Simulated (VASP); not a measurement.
# Mg3SeS2 (Fmmm) in VASP: a series of runs, part 2 of 2

VASP 6.6.1. The steps go on from the part before.

## (3) Single point, PBE

This run uses another cell than the first one, of 28.50 Å³/atom, 1.188 times its volume.

File INCAR:

```
SYSTEM = Mg3SeS2
PREC     = Accurate       ! precision mode
ENCUT    = 520            ! plane-wave cutoff, eV
EDIFF    = 1E-6           ! SCF threshold, eV
ISMEAR   = 0              ! smearing method
SIGMA    = 0.1            ! smearing width, eV
LREAL    = .False.        ! projectors in reciprocal space
LASPH    = .True.         ! aspherical terms in the spheres
NELM     = 60             ! most SCF steps
ALGO     = Normal         ! electronic algorithm
ISIF     = 2              ! what is computed and relaxed
LWAVE    = .False.        ! write WAVECAR
LCHARG   = .True.         ! write CHGCAR
GGA      = PE             ! functional
LELF     = .True.         ! ELF
LVHAR    = .True.       
NBANDS   = 21             ! bands
```

File KPOINTS:

```
regular mesh
0
Gamma
  4 4 4
  0 0 0
```

File POSCAR:

```
Mg3SeS2
1.0
    0.0000000000      5.0173941507      6.3677682769
    2.6763798737      0.0000000000      6.3677682769
    2.6763798737      5.0173941507      0.0000000000
Mg Se S
3 1 2
Direct
    0.2080494813      0.2080494813      0.7919505187
    0.7919505187      0.7919505187      0.2080494813
    0.5000000000      0.5000000000      0.5000000000
    0.0000000000      0.0000000000      0.0000000000
    0.2515984265      0.7484015735      0.2515984265
    0.7484015735      0.2515984265      0.7484015735
```

Potentials or basis: VASP PAW PBE potentials, release 64 (Mg, Se, S).

The run is started by

```bash
$ cat potpaw_PBE.64/Mg/POTCAR potpaw_PBE.64/Se/POTCAR potpaw_PBE.64/S/POTCAR > POTCAR
$ mpirun -np 1 vasp_std > vasp.out
```

OUTCAR:

```text
SYSTEM = Mg3SeS2
   PREC = Accurate
   ENCUT = 520
   EDIFF = 1E-6
   ISMEAR = 0
   LREAL = .False.
   LASPH = .True.
   NELM = 60
   ISIF = 2
   GGA = PE

 ion  position               nearest neighbor table
   1  0.208  0.208  0.792-   4 2.65   2 2.88   2 2.88
   2  0.792  0.792  0.208-   4 2.65   1 2.88   1 2.88
   3  0.500  0.500  0.500-   5 2.49   6 2.49   4 2.68   4 2.68
   4  0.000  0.000  0.000-   5 2.52   6 2.52   1 2.65   2 2.65   3 2.68   3 2.68
   5  0.252  0.748  0.252-   3 2.49   4 2.52   6 2.68   6 2.68
   6  0.748  0.252  0.748-   3 2.49   4 2.52   5 2.68   5 2.68

  LATTYP: Found a face centered orthorhombic cell.
 ALAT       =     5.3527597474
 B/A-ratio  =     1.8746943212
 C/A-ratio  =     2.3792468100

  Lattice vectors:

 A1 = (   0.0000000000,   5.0173941507,   6.3677682769)
 A2 = (   2.6763798737,   0.0000000000,   6.3677682769)
 A3 = (   2.6763798737,   5.0173941507,   0.0000000000)

Analysis of symmetry for initial positions (statically):
=====================================================================
 Subroutine PRICEL returns:
 Original cell was already a primitive cell.

 Routine SETGRP: Setting up the symmetry group for a
 face centered orthorhombic supercell.

 Subroutine GETGRP returns: Found  8 space group operations
 (whereof  8 operations were pure point group operations)
 out of a pool of  8 trial point group operations.

The static configuration has the point symmetry D_2h.

Analysis of symmetry for dynamics (positions and initial velocities):
=====================================================================
 Subroutine PRICEL returns:
 Original cell was already a primitive cell.

 Routine SETGRP: Setting up the symmetry group for a
 face centered orthorhombic supercell.

 Subroutine GETGRP returns: Found  8 space group operations
 (whereof  8 operations were pure point group operations)
 out of a pool of  8 trial point group operations.

The dynamic configuration has the point symmetry D_2h.

 Subroutine INISYM returns: Found  8 space group operations
 (whereof  8 operations are pure point group operations),
 and found     1 'primitive' translations

----------------------------------------------------------------------------------------

                                     Primitive cell

  volume of cell :     171.0186

  direct lattice vectors                    reciprocal lattice vectors
     0.000000000  5.017394151  6.367768277    -0.186819519  0.099653323  0.078520445
     2.676379874  0.000000000  6.367768277     0.186819519 -0.099653323  0.078520445
     2.676379874  5.017394151  0.000000000     0.186819519  0.099653323 -0.078520445

  length of vectors
     8.106954847  6.907349858  5.686585381     0.225826875  0.225826875  0.225826875

  position of ions in fractional coordinates (direct lattice)
     0.208049481  0.208049481  0.791950519
     0.791950519  0.791950519  0.208049481
     0.500000000  0.500000000  0.500000000
     0.000000000  0.000000000  0.000000000
     0.251598427  0.748401573  0.251598427
     0.748401573  0.251598427  0.748401573

  ion indices of the primitive-cell ions
   primitive index   ion index
                 1           1
                 2           2
                 3           3
                 4           4
                 5           5
                 6           6
[... 29 lines left out ...]
  0.000000  0.000000  0.000000      1.000000
  0.250000  0.000000 -0.000000      8.000000
  0.500000  0.000000 -0.000000      4.000000
  0.250000  0.250000  0.000000      2.000000
  0.500000  0.250000 -0.000000      8.000000
 -0.250000  0.250000  0.000000      4.000000
[... 10 lines left out ...]
 -0.250000  0.250000  0.500000      2.000000
  0.000000  0.500000  0.500000      1.000000
   k-points           NKPTS =     18   k-points in BZ     NKDIM =     18   number of bands    NBANDS=     21
   number of dos      NEDOS =    301   number of ions     NIONS =      6
   total plane-waves  NPLWV = 136080
   dimension x,y,z NGX =    60 NGY =   54 NGZ =   42
   dimension x,y,z NGXF=   120 NGYF=  108 NGZF=   84
   ions per type =               3   1   2
   NGX,Y,Z   is equivalent  to a cutoff of  12.30, 13.00, 12.28 a.u.
   NGXF,Y,Z  is equivalent  to a cutoff of  24.61, 25.99, 24.56 a.u.
 SYSTEM =  Mg3SeS2
   PREC   = accura    normal or accurate (medium, high low for compatibility)
   ISTART =      0    job   : 0-new  1-cont  2-samecut
   ICHARG =      2    charge: 1-file 2-atom 10-const
   ISPIN  =      1    spin polarized calculation?
   LNONCOLLINEAR =      F non collinear calculations
   LSORBIT =      F    spin-orbit coupling
   LASPH  =      T    aspherical Exc in radial PAW
   ENCUT  =  520.0 eV  38.22 Ry    6.18 a.u.  15.07 12.84 10.57*2*pi/ulx,y,z
   NELM   =     60;   NELMIN=  2; NELMDL= -5     # of ELM steps
   EDIFF  = 0.1E-05   stopping-criterion for ELM
   LREAL  =      F    real-space projection
   EDIFFG = 0.1E-04   stopping-criterion for IOM
   NSW    =      0    number of steps for IOM
   IBRION =     -1    ionic relax: 0-MD 1-quasi-New 2-CG
   NFREE  =      0    steps in history (QN), initial steepest desc. (CG)
   ISIF   =      2    stress and relaxation
   ISYM   =      2    0-nonsym 1-usesym 2-fastsym
   POTIM  = 0.5000    time-step for ionic-motion
   TEBEG  =    0.0;   TEEND  =   0.0 temperature during run
   PSTRESS=    0.0 pullay stress
   NELECT =      24.0000    total number of electrons
   NUPDOWN=      -1.0000    fix difference up-down
   EMIN   =  10.00;   EMAX   =-10.00  energy-range for DOS
   EFERMI =   0.00;   METHOD = LEGACY
   ISMEAR =     0;   SIGMA  =   0.10  broadening in eV -4-tet -1-fermi 0-gaus
   EFERMI_NEDOS =   21; number of points for ismear=-14 and -15
   IALGO  =     38    algorithm
   IMIX   =      4    mixing-type and parameters
     AMIX     =   0.40;   BMIX     =  1.00
     AMIX_MAG =   1.60;   BMIX_MAG =  1.00
  volume/ion in A,a.u.               =      28.50       192.35
  Fermi-wavevector in a.u.,A,eV,Ry     =   0.850741  1.607668  9.847362  0.723761
  Thomas-Fermi vector in A             =   1.966766
   LORBIT       =      0    0 simple, 1 ext, 2 COOP (PROOUT), +10 PAW based schemes
   GGA     = PE    functional components
   LHFCALC =     F    Hartree Fock is set to
   AEXX    =    0.0000 exact exchange contribution
   IVDW    =     0    specifies the selected vdW correction
   LEPSILON=     F    determine dielectric tensor
   LRPA    =     F    only Hartree local field effects (RPA)
 non-spin polarized calculation
 Gauss-broadening in eV      SIGMA  =   0.10
  energy-cutoff  :      520.00
  volume of cell :      171.02
 maximum number of plane-waves:      4640
   NGX = 31   NGY = 25   NGZ = 21

 number of electron      24.0000000 magnetization

 Free energy of the ion-electron system (eV)
  ---------------------------------------------------
  ext. energy  EPLUGINS =         0.00000000
  ---------------------------------------------------
  free energy    TOTEN  =       -16.42390974 eV

  energy without entropy =      -16.40979327  energy(sigma->0) =      -16.41685150

 E-fermi :   2.1453     XC(G=0):  -7.7668

 val. band max:        2.1030173876   @ k =   0.2500   0.0000   0.2500
 cond. band min:       2.1891509533   @ k =   0.5000   0.0000   0.5000
 fundamental gap:      0.0861335657
 Fermi energy:         2.1452854181

 k-point     1 :       0.0000    0.0000    0.0000
  band No.  band energies     occupation
      1     -13.1094      2.00000
      2     -10.3057      2.00000
      3      -9.4497      2.00000
      4      -4.2522      2.00000
      5      -3.3384      2.00000
      6      -3.0859      2.00000
[... 421 lines left out ...]
     20       6.4894      0.00000
     21       6.6673      0.00000

------------------------ aborting loop because EDIFF is reached ----------------------------------------

  FORCE on cell =-STRESS in cart. coord.  units (eV):
  Direction    XX          YY          ZZ          XY          YZ          ZX
  --------------------------------------------------------------------------------------
  -------------------------------------------------------------------------------------
  Total       -0.0827756     -0.1287092      0.0192047      0.0000000      0.0000000      0.0000000
  in kB       -0.7754783     -1.2058051      0.1799177      0.0000000      0.0000000      0.0000000
  external PRESSURE =      -0.6004552 kB  Pullay stress =       0.0000000 kB

 VOLUME and BASIS-vectors are now :
 -----------------------------------------------------------------------------
  energy-cutoff  :      520.00
  volume of cell :      171.02
      direct lattice vectors                 reciprocal lattice vectors
     0.000000000  5.017394151  6.367768277    -0.186819519  0.099653323  0.078520445
     2.676379874  0.000000000  6.367768277     0.186819519 -0.099653323  0.078520445
     2.676379874  5.017394151  0.000000000     0.186819519  0.099653323 -0.078520445

 POSITION                                       TOTAL-FORCE (eV/Angst)
 -----------------------------------------------------------------------------------
      2.67638      5.01739      2.64962        -0.000000      0.000000      0.000185
      2.67638      5.01739     10.08591        -0.000000      0.000000     -0.000185
      2.67638      5.01739      6.36777         0.000000      0.000000     -0.000000
      0.00000      0.00000      0.00000        -0.000000      0.000000      0.000000
      2.67638      2.52474      6.36777        -0.000000      0.027956      0.000000
      2.67638      7.51005      6.36777        -0.000000     -0.027956      0.000000
 -----------------------------------------------------------------------------------
    total drift:                               -0.000000     -0.000000      0.000000

  FREE ENERGIE OF THE ION-ELECTRON SYSTEM (eV)
  ---------------------------------------------------
  free  energy   TOTEN  =       -16.4239097362 eV

  energy  without entropy=      -16.4097932730  energy(sigma->0) =      -16.41685150
```

It took 73 s on 1 thread of Intel Xeon 6975P-C (Granite Rapids), shared host; peak memory 0.39 GiB.

Results:

| Quantity | Value |
| --- | --- |
| Free energy | -16.4239 eV |
| Pressure | -0.1 GPa |
| Largest force | 0.028 eV/Å |
| Band gap on the k mesh | zero (band 12 reaches 3.50 eV, above the bottom of band 13 at 1.14 eV) |

Forces in eV/Å, atoms in the order of the input:
```
Mg   0.000  0.000  0.000
Mg   0.000  0.000  0.000
Mg   0.000  0.000  0.000
Se   0.000  0.000  0.000
S    0.000  0.028  0.000
S    0.000 -0.028  0.000
```
